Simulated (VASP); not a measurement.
# TiB2 (P6/mmm) in VASP: settings compared

TiB2 is run at these levels: revPBE+D3(BJ), revPBE+D4, PBEsol+D3(BJ), PBEsol+D4; tasks: single point, relaxation of cell and atoms.

Program: VASP 6.6.1. These are calculated values, not measurements. Logs are shortened: lines on timing, memory, paths and dates and some standing lists are left out, and cuts for length are marked.

## (1) The cell of the first run

Symmetry: P6/mmm, No. 191, hexagonal system. Conventional cell: a = 2.988 Å, b = 2.988 Å, c = 3.162 Å, α = 90.00°, β = 90.00°, γ = 120.00°. Ti (site symmetry 6/mmm) has 12 B at 2.34 Å and 8 Ti at 2.99 to 3.16 Å within 3.2 Å. B (site symmetry -6m2) has 3 B at 1.73 Å and 6 Ti at 2.34 Å within 2.4 Å.

## (2) Single point, revPBE+D3(BJ)

File INCAR:

```
ALGO = Normal ; EDIFF = 1E-6
ENCUT = 520 ; GGA = RE
ISIF = 2 ; ISMEAR = -1
IVDW = 12 ; LASPH = True
LCHARG = False ; LREAL = False
LWAVE = False ; NBANDS = 16
NELM = 60 ; PREC = Accurate
SIGMA = 0.05
```

File KPOINTS:

```
k-points
0
Gamma
  10 10 8
```

File POSCAR:

```
TiB2
1.0
    2.9880667592      0.0000000000      0.0000000000
   -1.4940333796      2.5877417217      0.0000000000
    0.0000000000      0.0000000000      3.1618156624
Ti B
1 2
Direct
    0.0000000000      0.0000000000      0.0000000000
    0.6666666667      0.3333333333      0.5000000000
    0.3333333333      0.6666666667      0.5000000000
```

Potentials or basis: VASP PAW PBE potentials, release 64 (Ti_sv, B).

Launch:

```sh
cat potpaw_PBE.64/Ti_sv/POTCAR potpaw_PBE.64/B/POTCAR > POTCAR
mpirun -np 1 vasp_std > vasp.out
```

OUTCAR:

```text
EDIFF = 1E-6
   ENCUT = 520
   GGA = RE
   ISIF = 2
   ISMEAR = -1
   IVDW = 12
   LASPH = True
   LREAL = False
   NELM = 60
   PREC = Accurate
 IVDW          = 12

 ion  position               nearest neighbor table
   1  0.000  0.000  0.000-   2 2.34   3 2.34   2 2.34   3 2.34   2 2.34   2 2.34   3 2.34   3 2.34
                             2 2.34   2 2.34   3 2.34   3 2.34
   2  0.667  0.333  0.500-   3 1.73   3 1.73   3 1.73   1 2.34   1 2.34   1 2.34   1 2.34   1 2.34
                             1 2.34
   3  0.333  0.667  0.500-   2 1.73   2 1.73   2 1.73   1 2.34   1 2.34   1 2.34   1 2.34   1 2.34
                             1 2.34

  LATTYP: Found a hexagonal cell.
 ALAT       =     2.9880667592
 C/A-ratio  =     1.0581475975

  Lattice vectors:

 A1 = (   2.9880667592,   0.0000000000,   0.0000000000)
 A2 = (  -1.4940333796,   2.5877417217,   0.0000000000)
 A3 = (   0.0000000000,   0.0000000000,   3.1618156624)

Analysis of symmetry for initial positions (statically):
=====================================================================
 Subroutine PRICEL returns:
 Original cell was already a primitive cell.

 Routine SETGRP: Setting up the symmetry group for a
 hexagonal supercell.

 Subroutine GETGRP returns: Found 24 space group operations
 (whereof 24 operations were pure point group operations)
 out of a pool of 24 trial point group operations.

The static configuration has the point symmetry D_6h.

Analysis of symmetry for dynamics (positions and initial velocities):
=====================================================================
 Subroutine PRICEL returns:
 Original cell was already a primitive cell.

 Routine SETGRP: Setting up the symmetry group for a
 hexagonal supercell.

 Subroutine GETGRP returns: Found 24 space group operations
 (whereof 24 operations were pure point group operations)
 out of a pool of 24 trial point group operations.

The dynamic configuration has the point symmetry D_6h.

 Subroutine INISYM returns: Found 24 space group operations
 (whereof 24 operations are pure point group operations),
 and found     1 'primitive' translations

[... 92 lines left out ...]
   LSORBIT =      F    spin-orbit coupling
   LASPH  =      T    aspherical Exc in radial PAW
   ENCUT  =  520.0 eV  38.22 Ry    6.18 a.u.   5.56  5.56  5.88*2*pi/ulx,y,z
   NELM   =     60;   NELMIN=  2; NELMDL= -5     # of ELM steps
   EDIFF  = 0.1E-05   stopping-criterion for ELM
   LREAL  =      F    real-space projection
   EDIFFG = 0.1E-04   stopping-criterion for IOM
   NSW    =      0    number of steps for IOM
   IBRION =     -1    ionic relax: 0-MD 1-quasi-New 2-CG
   NFREE  =      0    steps in history (QN), initial steepest desc. (CG)
   ISIF   =      2    stress and relaxation
   ISYM   =      2    0-nonsym 1-usesym 2-fastsym
   POTIM  = 0.5000    time-step for ionic-motion
   TEBEG  =    0.0;   TEEND  =   0.0 temperature during run
   PSTRESS=    0.0 pullay stress
   NELECT =      18.0000    total number of electrons
   NUPDOWN=      -1.0000    fix difference up-down
   EMIN   =  10.00;   EMAX   =-10.00  energy-range for DOS
   EFERMI =   0.00;   METHOD = LEGACY
   ISMEAR =    -1;   SIGMA  =   0.05  broadening in eV -4-tet -1-fermi 0-gaus
   EFERMI_NEDOS =   21; number of points for ismear=-14 and -15
   IALGO  =     38    algorithm
   IMIX   =      4    mixing-type and parameters
     AMIX     =   0.40;   BMIX     =  1.00
     AMIX_MAG =   1.60;   BMIX_MAG =  1.00
  volume/ion in A,a.u.               =       8.15        54.99
  Fermi-wavevector in a.u.,A,eV,Ry     =   1.478256  2.793499 29.732019  2.185242
  Thomas-Fermi vector in A             =   2.592560
   LORBIT       =      0    0 simple, 1 ext, 2 COOP (PROOUT), +10 PAW based schemes
   GGA     = RE    functional components
   LHFCALC =     F    Hartree Fock is set to
   AEXX    =    0.0000 exact exchange contribution
   IVDW    =    12    specifies the selected vdW correction
   LEPSILON=     F    determine dielectric tensor
   LRPA    =     F    only Hartree local field effects (RPA)
 non-spin polarized calculation
  energy-cutoff  :      520.00
  volume of cell :       24.45
 maximum number of plane-waves:       684
 NGX is ok and might be reduce to    24
   NGX = 11   NGY = 11   NGZ = 11

 number of electron      18.0000000 magnetization

 Free energy of the ion-electron system (eV)
  ---------------------------------------------------
  ext. energy  EPLUGINS =         0.00000000
  ---------------------------------------------------
  free energy    TOTEN  =       -23.48339503 eV

  energy without entropy =      -23.47677846  energy(sigma->0) =      -23.48008674

 E-fermi :  10.5571     XC(G=0): -12.9599

 val. band max:       10.5545890676   @ k =   0.3000   0.2000   0.0000
 cond. band min:      10.5775717739   @ k =   0.4000   0.2000   0.0000
 fundamental gap:      0.0229827063
 Fermi energy:        10.5570500335

 k-point     1 :       0.0000    0.0000    0.0000
  band No.  band energies     occupation
      1     -46.3045      2.00000
      2     -22.6042      2.00000
      3     -22.2788      2.00000
      4     -22.2788      2.00000
      5      -3.1965      2.00000
      6       7.8696      2.00000
[... 433 lines left out ...]
      3     -22.5552      2.00000
      4     -22.4084      2.00000
      5       0.5805      2.00000
      6       2.0344      2.00000
[... 8 lines left out ...]
     15      19.7205      0.00000
     16      20.5862      0.00000

 [... further k-points ...]

------------------------ aborting loop because EDIFF is reached ----------------------------------------

 Edisp (eV)   -2.55999

 E8    (eV) :    -1.7462

  FORCE on cell =-STRESS in cart. coord.  units (eV):
  Direction    XX          YY          ZZ          XY          YZ          ZX
  --------------------------------------------------------------------------------------
  -------------------------------------------------------------------------------------
  Total       0.02567     0.02567     0.02892     0.00000     0.00000     0.00000
  in kB       1.68199     1.68199     1.89523     0.00000     0.00000     0.00000
  external pressure =        1.75 kB  Pullay stress =        0.00 kB

 VOLUME and BASIS-vectors are now :
 -----------------------------------------------------------------------------
  energy-cutoff  :      520.00
  volume of cell :       24.45
      direct lattice vectors                 reciprocal lattice vectors
     2.988066759  0.000000000  0.000000000     0.334664544  0.193218665  0.000000000
    -1.494033380  2.587741722  0.000000000     0.000000000  0.386437329  0.000000000
     0.000000000  0.000000000  3.161815662     0.000000000  0.000000000  0.316273973

 POSITION                                       TOTAL-FORCE (eV/Angst)
 -----------------------------------------------------------------------------------
      0.00000      0.00000      0.00000         0.000000      0.000000      0.000000
      1.49403      0.86258      1.58091         0.000000      0.000000      0.000000
     -0.00000      1.72516      1.58091        -0.000000      0.000000      0.000000
 -----------------------------------------------------------------------------------
    total drift:                               -0.000000      0.000000      0.000000

  FREE ENERGIE OF THE ION-ELECTRON SYSTEM (eV)
  ---------------------------------------------------
  free  energy   TOTEN  =       -26.0433828208 eV

  energy  without entropy=      -26.0367662538  energy(sigma->0) =      -26.04007454
```

Run time: 15 s. Hardware: 1 thread of AMD EPYC 9R45 (Zen 5), shared host; peak memory 0.13 GiB.

What came out:

- Free energy: -26.0434 eV
- Pressure: 0.2 GPa
- Band gap on the k mesh: zero (bands 9 and 10 overlap by 0.71 eV)
- Dispersion energy per atom: -0.853 eV

Caveat: the PAW data sets were made with another functional, which shifts forces and pressure a little.

## (3) Single point, revPBE+D4

File INCAR:

```
SYSTEM = TiB2
ALGO = Normal ; EDIFF = 1E-7
ENCUT = 520 ; GGA = RE
ISIF = 2 ; ISMEAR = -1
IVDW = 13 ; LASPH = .TRUE.
LCHARG = .FALSE. ; LREAL = .FALSE.
LWAVE = .FALSE. ; NBANDS = 16
NELM = 60 ; PREC = Accurate
SIGMA = 0.05
```

File KPOINTS:

```
k-points
0
G
  10 10 8
  0 0 0
```

File POSCAR:

```
TiB2
1.0
    2.9990971191      0.0000000000      0.0000000000
   -1.4995485596      2.5972942936      0.0000000000
    0.0000000000      0.0000000000      3.1388262694
Ti B
1 2
Direct
    0.0000000000      0.0000000000      0.0000000000
    0.6666666667      0.3333333333      0.5000000000
    0.3333333333      0.6666666667      0.5000000000
```

Potentials or basis: VASP PAW PBE potentials, release 64 (Ti_sv, B).

Launch:

```sh
cat potpaw_PBE.64/Ti_sv/POTCAR potpaw_PBE.64/B/POTCAR > POTCAR
mpirun -np 1 vasp_std > vasp.out
```

OUTCAR:

```text
SYSTEM = TiB2
   EDIFF = 1E-7
   ENCUT = 520
   GGA = RE
   ISIF = 2
   ISMEAR = -1
   IVDW = 13
   LASPH = .TRUE.
   LREAL = .FALSE.
   NELM = 60
   PREC = Accurate

 ion  position               nearest neighbor table
   1  0.000  0.000  0.000-   2 2.34   3 2.34   2 2.34   3 2.34   2 2.34   2 2.34   3 2.34   3 2.34
                             2 2.34   2 2.34   3 2.34   3 2.34
   2  0.667  0.333  0.500-   3 1.73   3 1.73   3 1.73   1 2.34   1 2.34   1 2.34   1 2.34   1 2.34
                             1 2.34
   3  0.333  0.667  0.500-   2 1.73   2 1.73   2 1.73   1 2.34   1 2.34   1 2.34   1 2.34   1 2.34
                             1 2.34

  LATTYP: Found a hexagonal cell.
 ALAT       =     2.9990971191
 C/A-ratio  =     1.0465904053

  Lattice vectors:

 A1 = (   2.9990971191,   0.0000000000,   0.0000000000)
 A2 = (  -1.4995485596,   2.5972942936,   0.0000000000)
 A3 = (   0.0000000000,   0.0000000000,   3.1388262694)

Analysis of symmetry for initial positions (statically):
=====================================================================
 Subroutine PRICEL returns:
 Original cell was already a primitive cell.
[... 175 lines left out ...]
 cond. band min:      10.5744227334   @ k =   0.4000   0.2000   0.0000
 fundamental gap:      0.0251910933
 Fermi energy:        10.5492627885

 k-point     1 :       0.0000    0.0000    0.0000
  band No.  band energies     occupation
      1     -46.2868      2.00000
      2     -22.5768      2.00000
      3     -22.2724      2.00000
      4     -22.2724      2.00000
      5      -3.1793      2.00000
      6       7.7960      2.00000
[... 433 lines left out ...]
      3     -22.5328      2.00000
      4     -22.3984      2.00000
      5       0.5817      2.00000
      6       2.0247      2.00000
[... 8 lines left out ...]
     15      19.7046      0.00000
     16      20.6525      0.00000

 [... further k-points ...]

------------------------ aborting loop because EDIFF is reached ----------------------------------------

  DFT-D4 for vdW energy calculation

  Edisp (eV):   -2.08333

  FORCE on cell =-STRESS in cart. coord.  units (eV):
  Direction    XX          YY          ZZ          XY          YZ          ZX
  --------------------------------------------------------------------------------------
  -------------------------------------------------------------------------------------
  Total       0.01945     0.01945     0.01975    -0.00000     0.00000     0.00000
  in kB       1.27438     1.27438     1.29437    -0.00000     0.00000     0.00000
  external pressure =        1.28 kB  Pullay stress =        0.00 kB

 VOLUME and BASIS-vectors are now :
 -----------------------------------------------------------------------------
  energy-cutoff  :      520.00
  volume of cell :       24.45
      direct lattice vectors                 reciprocal lattice vectors
     2.999097119  0.000000000  0.000000000     0.333433684  0.192508027  0.000000000
    -1.499548560  2.597294294  0.000000000     0.000000000  0.385016054  0.000000000
     0.000000000  0.000000000  3.138826269     0.000000000  0.000000000  0.318590427

 POSITION                                       TOTAL-FORCE (eV/Angst)
 -----------------------------------------------------------------------------------
      0.00000      0.00000      0.00000        -0.000000      0.000000      0.000000
      1.49955      0.86576      1.56941         0.000000      0.000000      0.000000
     -0.00000      1.73153      1.56941        -0.000000      0.000000      0.000000
 -----------------------------------------------------------------------------------
    total drift:                               -0.000000      0.000000      0.000000

  FREE ENERGIE OF THE ION-ELECTRON SYSTEM (eV)
  ---------------------------------------------------
  free  energy   TOTEN  =       -25.5646757844 eV

  energy  without entropy=      -25.5574816297  energy(sigma->0) =      -25.56107871
```

It took 18 s on 1 thread of AMD EPYC 9R45 (Zen 5), shared host; peak memory 0.13 GiB.

Results:

```yaml
Free_energy: -25.5647 eV
Pressure: 0.1 GPa
Band_gap_on_the_k_mesh: zero (bands 9 and 10 overlap by 0.88 eV)
Dispersion_energy_per_atom: -0.694 eV
```

Caveat: the PAW data sets were made with another functional, which shifts forces and pressure a little.

[end of part 1 of 3]

The gap in the log of VASP goes by the Fermi energy; the results here count the filled bands.